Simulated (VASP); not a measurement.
Set up this calculation in VASP 6.6.1, as the native input.

| Quantity | Value |
| --- | --- |
| Task | relaxation of cell and atoms |
| Functional | PBEsol |
| Potentials or basis | VASP PAW PBE potentials, release 64 (Ti_sv, Si) |
| Cutoff | 600 eV |
| k mesh | 14 × 14 × 14 |
| Occupations | fermi-dirac, width 0.08 eV |
| Spin | no spin polarisation |
| Target pressure | 56 GPa |
| Dipole correction | no |
| Further INCAR settings | ALGO = Normal; EDIFF = 1e-06; IBRION = 2; EDIFFG = -0.005; NSW = 60; ISIF = 3 |

The structure of TiSi (rocksalt type) lies in POSCAR:

```
TiSi
1.0
    0.0000000000      2.2986258848      2.2986258848
    2.2986258848      0.0000000000      2.2986258848
    2.2986258848      2.2986258848      0.0000000000
Ti Si
1 1
Direct
    0.0000000000      0.0000000000      0.0000000000
    0.5000000000      0.5000000000      0.5000000000
```

One way to write it, as run:

INCAR

```
SYSTEM = TiSi
ALGO = Normal
EDIFF = 1E-6
EDIFFG = -0.005
ENCUT = 600
GGA = PS
IBRION = 2
ISIF = 3
ISMEAR = -1
LASPH = .TRUE.
LCHARG = .FALSE.
LREAL = .FALSE.
LWAVE = .FALSE.
NELM = 80
NSW = 60
PREC = Accurate
PSTRESS = 560.0
SIGMA = 0.08
```

KPOINTS

```
k-points
0
G
  14 14 14
  0 0 0
```

Potentials or basis: VASP PAW PBE potentials, release 64 (Ti_sv, Si).

Run with:

```sh
$ cat potpaw_PBE.64/Ti_sv/POTCAR potpaw_PBE.64/Si/POTCAR > POTCAR
$ mpirun -np 1 vasp_std > vasp.out
```

Results of the run:

The relaxed volume is 12.15 Å³/atom, the relaxed cell is a = 3.252 Å, b = 3.252 Å, c = 3.252 Å, α = 60.00°, β = 60.00°, γ = 60.00° and the space group after relaxing (to 0.05 Å) is Fm-3m (No. 225). The energy change on relaxing (the enthalpy is what falls) is -3.3 meV/atom, the ionic steps are 3 and the pressure after relaxing is 56.0 GPa. The band gap on the k mesh is zero (band 8 reaches 13.00 eV, above the bottom of band 9 at 11.54 eV).

Caveat: the cell is relaxed towards a set pressure, so the enthalpy falls and the energy may rise; the PAW data sets were made with another functional, which shifts forces and pressure a little.

Wall time 96 s on 1 thread of Intel(R) Xeon(R) Platinum 8259CL CPU @ 2.50GHz (Skylake/Cascade Lake), with other jobs on the host, peak memory 0.19 GiB.
